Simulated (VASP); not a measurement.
A run of VASP 6.6.1 is set up as follows.

Contents of POSCAR:

```
Si
1.0
    2.5321100000      0.0000000000      0.0000000000
    0.0000000000      2.5321100000      0.0000000000
    0.0000000000      0.0000000000      2.5321100000
Si
1
Direct
    0.5000000000      0.5000000000      0.5000000000
```

Contents of INCAR.step1:

```
  PREC = Accurate
  ENCUT = 520
  EDIFF = 1E-5
  ISMEAR = -1
  SIGMA = 0.05
  LREAL = F
  LASPH = T
  NELM = 80
  ALGO = Normal
  ISIF = 2
  LWAVE = T
  LCHARG = F
  GGA = PE
  NBANDS = 8
```

File INCAR.step2:

```
  PREC = Accurate
  ENCUT = 520
  EDIFF = 1E-6
  ISMEAR = -1
  SIGMA = 0.05
  LREAL = F
  LASPH = T
  NELM = 80
  ALGO = Normal
  ISIF = 2
  LWAVE = F
  LCHARG = F
  GGA = PS
  LHFCALC = T
  AEXX = 0.25
  PRECFOCK = Normal
  ISTART = 1
  NBANDS = 8
```

The input KPOINTS:

```
regular mesh
0
Gamma
  5 5 5
```

Potentials or basis: VASP PAW PBE potentials, release 64 (Si).

Launch:

```sh
$ cat potpaw_PBE.64/Si/POTCAR > POTCAR
$ cp INCAR.step1 INCAR
$ mpirun -np 1 vasp_std > vasp.out
$ cp INCAR.step2 INCAR
$ mpirun -np 1 vasp_std > vasp.out
```

(1) What does it give for the pressure?

(2) Predict the band gap on the k mesh.

Results:

(1) -0.5 GPa.

(2) zero (bands 2 and 3 overlap by 10.44 eV).

Caveat: the k points lie up to 0.50 Å⁻¹ apart, too coarse for converged energies and pressures of a metal; the PAW data sets were made with another functional, which shifts forces and pressure a little.
